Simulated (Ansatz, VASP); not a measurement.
**AlRu: VASP beside Ansatz**

File INCAR:

```
ALGO     = Normal         # electronic algorithm
EDIFF    = 1E-6           # SCF threshold, eV
ENCUT    = 500            # plane-wave cutoff, eV
GGA      = PS             # functional
GGA_COMPAT= False        
ISIF     = 2              # what is computed and relaxed
ISMEAR   = 0              # smearing method
LASPH    = True           # aspherical terms in the spheres
LCHARG   = True           # write CHGCAR
LELF     = True           # ELF
LREAL    = False          # projectors in reciprocal space
LVHAR    = True         
LWAVE    = False          # write WAVECAR
NBANDS   = 16             # bands
NELM     = 120            # most SCF steps
PREC     = Accurate       # precision mode
SIGMA    = 0.1            # smearing width, eV
```

KPOINTS

```
k-points
0
Gamma
  6 6 6
```

Contents of POSCAR:

```
AlRu
1.0
    2.9700000000      0.0000000000      0.0000000000
    0.0000000000      2.9700000000      0.0000000000
    0.0000000000      0.0000000000      2.9700000000
Ru Al
1 1
Direct
    0.0000000000      0.0000000000      0.0000000000
    0.5000000000      0.5000000000      0.5000000000
```

Input for Ansatz:

```yaml
crystal:
  lattice:
    - [2.97, 0.0, 0.0]
    - [0.0, 2.97, 0.0]
    - [0.0, 0.0, 2.97]
  atoms:
    - { symbol: Ru, position: [0.0, 0.0, 0.0] }
    - { symbol: Al, position: [0.5, 0.5, 0.5] }
basis:
  ecutwfc: 420
kpoints:
  mp_grid: { grid: [6, 6, 6] }
hamiltonian:
  xc: pbesol
  pseudopotentials: { kind: paw, azcp: { folder: soft_1 } }
scf:
  occupations: { method: gaussian, width: 0.1 }
output:
  forces: true
  stress: true
  eigenvalues: true
```

Alike in both runs: task single point; functional PBEsol; k mesh 6 × 6 × 6; occupations gaussian, width 0.1 eV; no spin polarisation.

|  | VASP | Ansatz |
| --- | --- | --- |
| version | VASP 6.6.1 | Ansatz 0.2.0 |
| potentials or method | VASP PAW PBE potentials, release 64 (Ru_pv, Al), cutoff 500 eV | scalar-relativistic, plane waves, PAW |
| valence electrons in the cell | 17 | 19 |

```tsv
	VASP	Ansatz	Ansatz less VASP
gap on the k mesh at the Fermi level (eV)	none	none	-
pressure (GPa)	1.4	1.3	-0.11
```

VASP's potentials were made for PBE, not for PBEsol, and Ansatz warns of the same on its side. A gap of «none» marks a metal or a gap that the smearing closes. With one functional, cell and mesh, what is left measures potentials, basis and numerics. VASP's potentials hold 17 valence electrons a cell and Ansatz's 19, so a difference there can come from the potentials and not from the codes.
